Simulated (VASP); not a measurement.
# Sn (I4_1/amd) in VASP: a series of runs

Sn is run at these levels: PBE; tasks: single point.

Program: VASP 6.6.1. These are calculated values, not measurements. Logs are shortened: lines on timing, memory, paths and dates and some standing lists are left out, and cuts for length are marked.

## Step 1: The cell of the first run

The structure is tetragonal, space group I4_1/amd (No. 141). The conventional cell has a = 4.521 Å, b = 4.521 Å, c = 6.491 Å, α = 90.00°, β = 90.00°, γ = 90.00°. Sn (site symmetry -4m2) has 4 Sn at 2.78 Å within 3.7 Å.

## Step 2: Single point, PBE (strain -0.015 along x and y, +0.000 along z)

Input file INCAR:

```
SYSTEM = Sn
PREC     = Accurate       ! precision mode
ENCUT    = 520            ! plane-wave cutoff, eV
EDIFF    = 1E-7           ! SCF threshold, eV
ISMEAR   = 0              ! smearing method
SIGMA    = 0.15           ! smearing width, eV
LREAL    = .False.        ! projectors in reciprocal space
LASPH    = .True.         ! aspherical terms in the spheres
NELM     = 100            ! most SCF steps
ALGO     = Fast           ! electronic algorithm
ISIF     = 2              ! what is computed and relaxed
LWAVE    = .False.        ! write WAVECAR
LCHARG   = .True.         ! write CHGCAR
GGA      = PE             ! functional
LELF     = .True.         ! ELF
LVHAR    = .True.       
NBANDS   = 21             ! bands
```

Input file KPOINTS:

```
Automatic mesh
0
Gamma
  12 12 12
  0 0 0
```

Input file POSCAR:

```
Sn
1.0
    0.0000000000      3.1969160000      3.2456000000
    3.1969160000      0.0000000000      3.2456000000
    3.1969160000      3.1969160000      0.0000000000
Sn
2
Direct
    0.5000000000      0.5000000000      0.5000000000
    0.7500000000      0.7500000000      0.7500000000
```

Potentials or basis: VASP PAW PBE potentials, release 64 (Sn_d).

Command:

```console
cat potpaw_PBE.64/Sn_d/POTCAR > POTCAR
mpirun -np 1 vasp_std > vasp.out
```

OUTCAR:

```text
SYSTEM = Sn
   PREC = Accurate
   ENCUT = 520
   EDIFF = 1E-7
   ISMEAR = 0
   LREAL = .False.
   LASPH = .True.
   NELM = 100
   ISIF = 2
   GGA = PE

 ion  position               nearest neighbor table
   1  0.500  0.500  0.500-   2 2.78   2 2.78   2 2.78   2 2.78
   2  0.750  0.750  0.750-   1 2.78   1 2.78   1 2.78   1 2.78

  LATTYP: Found a body centered tetragonal cell.
 ALAT       =     4.5211219650
 C/A-ratio  =     1.4357498095

  Lattice vectors:

 A1 = (  -3.1969160000,   0.0000000000,   3.2456000000)
 A2 = (   3.1969160000,   0.0000000000,   3.2456000000)
 A3 = (   0.0000000000,   3.1969160000,  -3.2456000000)

Analysis of symmetry for initial positions (statically):
=====================================================================
 Subroutine PRICEL returns:
 Original cell was already a primitive cell.

 Routine SETGRP: Setting up the symmetry group for a
 body centered tetragonal supercell.

 Subroutine GETGRP returns: Found 16 space group operations
 (whereof  8 operations were pure point group operations)
 out of a pool of 16 trial point group operations.

The static configuration has the point symmetry D_2d.
 The point group associated with its full space group is D_4h.

Analysis of symmetry for dynamics (positions and initial velocities):
=====================================================================
 Subroutine PRICEL returns:
 Original cell was already a primitive cell.

 Routine SETGRP: Setting up the symmetry group for a
 body centered tetragonal supercell.

 Subroutine GETGRP returns: Found 16 space group operations
 (whereof  8 operations were pure point group operations)
 out of a pool of 16 trial point group operations.

The dynamic configuration has the point symmetry D_2d.
 The point group associated with its full space group is D_4h.

 Subroutine INISYM returns: Found 16 space group operations
 (whereof  8 operations are pure point group operations),
 and found     1 'primitive' translations

----------------------------------------------------------------------------------------

                                     Primitive cell

  volume of cell :      66.3418

  direct lattice vectors                    reciprocal lattice vectors
     0.000000000  3.196916000  3.245600000    -0.156400731  0.156400731  0.154054720
     3.196916000  0.000000000  3.245600000     0.156400731 -0.156400731  0.154054720
     3.196916000  3.196916000  0.000000000     0.156400731  0.156400731 -0.154054720

  length of vectors
     4.555676818  4.555676818  4.521121965     0.269546349  0.269546349  0.269546349

  position of ions in fractional coordinates (direct lattice)
     0.500000000  0.500000000  0.500000000
     0.750000000  0.750000000  0.750000000

  ion indices of the primitive-cell ions
   primitive index   ion index
                 1           1
                 2           2

----------------------------------------------------------------------------------------

 KPOINTS: Automatic mesh

Automatic generation of k-mesh.
 Grid dimensions read from file:
 generate k-points for:   12   12   12

 Generating k-lattice:

  Cartesian coordinates                     Fractional coordinates (reciprocal lattice)
    -0.013033394  0.013033394  0.012837893     0.083333333  0.000000000  0.000000000
     0.013033394 -0.013033394  0.012837893     0.000000000  0.083333333  0.000000000
     0.013033394  0.013033394 -0.012837893     0.000000000  0.000000000  0.083333333

  Length of vectors
     0.022462196  0.022462196  0.022462196

  Shift w.r.t. Gamma in fractional coordinates (k-lattice)
     0.000000000  0.000000000  0.000000000

 Subroutine IBZKPT returns following result:
 ===========================================

 Found    163 irreducible k-points:

 Following reciprocal coordinates:
            Coordinates               Weight
  0.000000  0.000000  0.000000      1.000000
  0.083333  0.000000  0.000000      8.000000
  0.166667  0.000000  0.000000      8.000000
  0.250000  0.000000  0.000000      8.000000
  0.333333  0.000000  0.000000      8.000000
  0.416667  0.000000  0.000000      8.000000
[... 16 lines left out ...]
  0.500000  0.166667  0.000000      8.000000
 -0.416667  0.166667  0.000000      8.000000
 [... further k-points ...]
   k-points           NKPTS =    163   k-points in BZ     NKDIM =    163   number of bands    NBANDS=     21
   number of dos      NEDOS =    301   number of ions     NIONS =      2
   total plane-waves  NPLWV =  46656
   dimension x,y,z NGX =    36 NGY =   36 NGZ =   36
   dimension x,y,z NGXF=    72 NGYF=   72 NGZF=   72
   ions per type =               2
   NGX,Y,Z   is equivalent  to a cutoff of  13.14, 13.14, 13.24 a.u.
   NGXF,Y,Z  is equivalent  to a cutoff of  26.27, 26.27, 26.48 a.u.
 SYSTEM =  Sn
   PREC   = accura    normal or accurate (medium, high low for compatibility)
   ISTART =      0    job   : 0-new  1-cont  2-samecut
   ICHARG =      2    charge: 1-file 2-atom 10-const
   ISPIN  =      1    spin polarized calculation?
   LNONCOLLINEAR =      F non collinear calculations
   LSORBIT =      F    spin-orbit coupling
   LASPH  =      T    aspherical Exc in radial PAW
   ENCUT  =  520.0 eV  38.22 Ry    6.18 a.u.   8.47  8.47  8.41*2*pi/ulx,y,z
   NELM   =    100;   NELMIN=  2; NELMDL= -5     # of ELM steps
   EDIFF  = 0.1E-06   stopping-criterion for ELM
   LREAL  =      F    real-space projection
   EDIFFG = 0.1E-05   stopping-criterion for IOM
   NSW    =      0    number of steps for IOM
   IBRION =     -1    ionic relax: 0-MD 1-quasi-New 2-CG
   NFREE  =      0    steps in history (QN), initial steepest desc. (CG)
   ISIF   =      2    stress and relaxation
   ISYM   =      2    0-nonsym 1-usesym 2-fastsym
   POTIM  = 0.5000    time-step for ionic-motion
   TEBEG  =    0.0;   TEEND  =   0.0 temperature during run
   PSTRESS=    0.0 pullay stress
   NELECT =      28.0000    total number of electrons
   NUPDOWN=      -1.0000    fix difference up-down
   EMIN   =  10.00;   EMAX   =-10.00  energy-range for DOS
   EFERMI =   0.00;   METHOD = LEGACY
   ISMEAR =     0;   SIGMA  =   0.15  broadening in eV -4-tet -1-fermi 0-gaus
   EFERMI_NEDOS =   21; number of points for ismear=-14 and -15
   IALGO  =     68    algorithm
   IMIX   =      4    mixing-type and parameters
     AMIX     =   0.40;   BMIX     =  1.00
     AMIX_MAG =   1.60;   BMIX_MAG =  1.00
  volume/ion in A,a.u.               =      33.17       223.85
  Fermi-wavevector in a.u.,A,eV,Ry     =   1.228000  2.320583 20.517367  1.507984
  Thomas-Fermi vector in A             =   2.362942
   LORBIT       =      0    0 simple, 1 ext, 2 COOP (PROOUT), +10 PAW based schemes
   GGA     = PE    functional components
   LHFCALC =     F    Hartree Fock is set to
   AEXX    =    0.0000 exact exchange contribution
   IVDW    =     0    specifies the selected vdW correction
   LEPSILON=     F    determine dielectric tensor
   LRPA    =     F    only Hartree local field effects (RPA)
 non-spin polarized calculation
 RMM-DIIS sequential band-by-band and
 Gauss-broadening in eV      SIGMA  =   0.15
  energy-cutoff  :      520.00
  volume of cell :       66.34
 maximum number of plane-waves:      1828
 NGX is ok and might be reduce to    36
   NGX = 17   NGY = 17   NGZ = 17

 number of electron      28.0000010 magnetization

 Free energy of the ion-electron system (eV)
  ---------------------------------------------------
  ext. energy  EPLUGINS =         0.00000000
  ---------------------------------------------------
  free energy    TOTEN  =        -7.59272982 eV

  energy without entropy =       -7.59117141  energy(sigma->0) =       -7.59195061

 E-fermi :   6.0094     XC(G=0):  -9.0063

 val. band max:        6.0089772411   @ k =   0.5000   0.0000   0.0000
 cond. band min:       6.0532351223   @ k =   0.4167   0.0000   0.0000
 fundamental gap:      0.0442578812
 Fermi energy:         6.0093532337

 k-point     1 :       0.0000    0.0000    0.0000
  band No.  band energies     occupation
      1     -15.7892      2.00000
      2     -15.7892      2.00000
      3     -15.7827      2.00000
      4     -15.7246      2.00000
      5     -15.7220      2.00000
      6     -15.3958      2.00000
[... 13 lines left out ...]
     20      13.8612      0.00000
     21      14.1193      0.00000

 k-point     2 :       0.0833    0.0000    0.0000
  band No.  band energies     occupation
      1     -15.7953      2.00000
      2     -15.7921      2.00000
      3     -15.7843      2.00000
      4     -15.7159      2.00000
      5     -15.7138      2.00000
      6     -15.4052      2.00000
[... 13 lines left out ...]
     20      13.2486      0.00000
     21      13.4439      0.00000

 k-point     3 :       0.1667    0.0000    0.0000
  band No.  band energies     occupation
      1     -15.8070      2.00000
      2     -15.8026      2.00000
      3     -15.7802      2.00000
      4     -15.6982      2.00000
      5     -15.6967      2.00000
      6     -15.4212      2.00000
[... 13 lines left out ...]
     20      12.8273      0.00000
     21      12.9567      0.00000

 k-point     4 :       0.2500    0.0000    0.0000
  band No.  band energies     occupation
      1     -15.8174      2.00000
      2     -15.8122      2.00000
      3     -15.7734      2.00000
      4     -15.6805      2.00000
      5     -15.6795      2.00000
      6     -15.4365      2.00000
[... 13 lines left out ...]
     20      12.8478      0.00000
     21      12.8955      0.00000

 k-point     5 :       0.3333    0.0000    0.0000
  band No.  band energies     occupation
      1     -15.8245      2.00000
      2     -15.8185      2.00000
      3     -15.7663      2.00000
      4     -15.6673      2.00000
      5     -15.6667      2.00000
      6     -15.4469      2.00000
[... 13 lines left out ...]
     20      13.3299      0.00000
     21      13.3539      0.00000
[... 382 lines left out ...]
     20      13.7065      0.00000
     21      14.3728      0.00000

 k-point    22 :       0.4167    0.1667    0.0000
  band No.  band energies     occupation
      1     -15.8443      2.00000
      2     -15.8300      2.00000
      3     -15.7508      2.00000
      4     -15.6516      2.00000
      5     -15.6170      2.00000
      6     -15.5218      2.00000
[... 13 lines left out ...]
     20      14.3431      0.00000
     21      14.9159      0.00000

 k-point    23 :       0.5000    0.1667    0.0000
  band No.  band energies     occupation
      1     -15.8499      2.00000
      2     -15.8353      2.00000
      3     -15.7339      2.00000
      4     -15.6379      2.00000
      5     -15.6218      2.00000
      6     -15.5121      2.00000
[... 13 lines left out ...]
     20      14.7562      0.00000
     21      14.9274      0.00000

 k-point    24 :      -0.4167    0.1667    0.0000
  band No.  band energies     occupation
      1     -15.8496      2.00000
      2     -15.8384      2.00000
      3     -15.7248      2.00000
      4     -15.6361      2.00000
      5     -15.6284      2.00000
      6     -15.4914      2.00000
[... 13 lines left out ...]
     20      13.8632      0.00000
     21      14.0370      0.00000

 [... further k-points ...]

------------------------ aborting loop because EDIFF is reached ----------------------------------------

  FORCE on cell =-STRESS in cart. coord.  units (eV):
  Direction    XX          YY          ZZ          XY          YZ          ZX
  --------------------------------------------------------------------------------------
  -------------------------------------------------------------------------------------
  Total        2.0451275      2.0451275      1.8582572      0.0000000      0.0000000     -0.0000000
  in kB       49.3905133     49.3905133     44.8775311      0.0000000      0.0000000     -0.0000000
  external PRESSURE =      47.8861859 kB  Pullay stress =       0.0000000 kB

 VOLUME and BASIS-vectors are now :
 -----------------------------------------------------------------------------
  energy-cutoff  :      520.00
  volume of cell :       66.34
      direct lattice vectors                 reciprocal lattice vectors
     0.000000000  3.196916000  3.245600000    -0.156400731  0.156400731  0.154054720
     3.196916000  0.000000000  3.245600000     0.156400731 -0.156400731  0.154054720
     3.196916000  3.196916000  0.000000000     0.156400731  0.156400731 -0.154054720

 POSITION                                       TOTAL-FORCE (eV/Angst)
 -----------------------------------------------------------------------------------
      3.19692      3.19692      3.24560         0.000000      0.000000      0.000000
      4.79537      4.79537      4.86840        -0.000000     -0.000000      0.000000
 -----------------------------------------------------------------------------------
    total drift:                                0.000000      0.000000      0.000000

  FREE ENERGIE OF THE ION-ELECTRON SYSTEM (eV)
  ---------------------------------------------------
  free  energy   TOTEN  =        -7.5927298204 eV

  energy  without entropy=       -7.5911714071  energy(sigma->0) =       -7.59195061
```

Run time: 6.8 min. Hardware: 1 thread of Intel Xeon Platinum 8259CL at 2.50GHz (Skylake/Cascade Lake), shared host; peak memory 0.32 GiB.

What came out:

```
Free energy            : -7.5927 eV
Pressure               : 4.8 GPa
Band gap on the k mesh : zero (bands 14 and 15 overlap by 0.07 eV)
```

Stress tensor (GPa, compression positive):
```
4.94 0.00 0.00
0.00 4.94 0.00
0.00 0.00 4.49
```

Caveat: the cell differs from its parent crystal (strain -0.015 along x and y, +0.000 along z); the cell stands under pressure; spin-orbit coupling is left out, which moves the levels of the heavy elements.

## Step 3: Single point, PBE (strain +0.000 along x and y, -0.015 along z)

Input file INCAR:

```
SYSTEM = Sn
PREC = Accurate ; ENCUT = 520
EDIFF = 1E-7 ; ISMEAR = 0
SIGMA = 0.15 ; LREAL = .FALSE.
LASPH = .TRUE. ; NELM = 100
ALGO = Fast ; ISIF = 2
LWAVE = .FALSE. ; LCHARG = .FALSE.
GGA = PE ; NBANDS = 21
```

Input file KPOINTS:

```
Automatic mesh
0
G
  12 12 12
  0 0 0
```

Input file POSCAR:

```
Sn
1.0
    0.0000000000      3.2456000000      3.1969160000
    3.2456000000      0.0000000000      3.1969160000
    3.2456000000      3.2456000000      0.0000000000
Sn
2
Direct
    0.5000000000      0.5000000000      0.5000000000
    0.7500000000      0.7500000000      0.7500000000
```

Potentials or basis: VASP PAW PBE potentials, release 64 (Sn_d).

Command:

```console
cat potpaw_PBE.64/Sn_d/POTCAR > POTCAR
mpirun -np 1 vasp_std > vasp.out
```

It took 6.7 min on 1 thread of Intel Xeon Platinum 8259CL at 2.50GHz (Skylake/Cascade Lake), shared host; peak memory 0.33 GiB.

The run converged. Its results:

```yaml
Free_energy: -7.6206 eV
Pressure: 3.9 GPa
Band_gap_on_the_k_mesh: zero (bands 14 and 15 overlap by 0.03 eV)
```

Stress tensor (GPa, compression positive):
```
3.80 0.00 0.00
0.00 3.80 0.00
0.00 0.00 4.23
```

Levels at points of the mesh, in eV from the Fermi level:
```csv
k point,band 11,band 12,band 13,band 14,band 15,band 16,band 17,band 18
"(0.00, 0.00, 0.00)",-10.74,-0.58,0.01,0.01,0.11,2.08,2.15,2.15
"(0.50, 0.00, 0.00)",-9.09,-6.39,-1.23,-1.12,-0.02,3.17,3.24,5.60
"(0.50, 0.50, 0.00)",-7.56,-7.56,-2.60,-2.60,0.71,0.71,7.79,7.79
"(0.50, 0.00, 0.50)",-7.62,-7.62,-2.52,-2.52,0.80,0.80,7.76,7.76
```

Caveat: the cell differs from its parent crystal (strain +0.000 along x and y, -0.015 along z); the cell stands under pressure; spin-orbit coupling is left out, which moves the levels of the heavy elements.

(Part 1 of 3 ends here.)
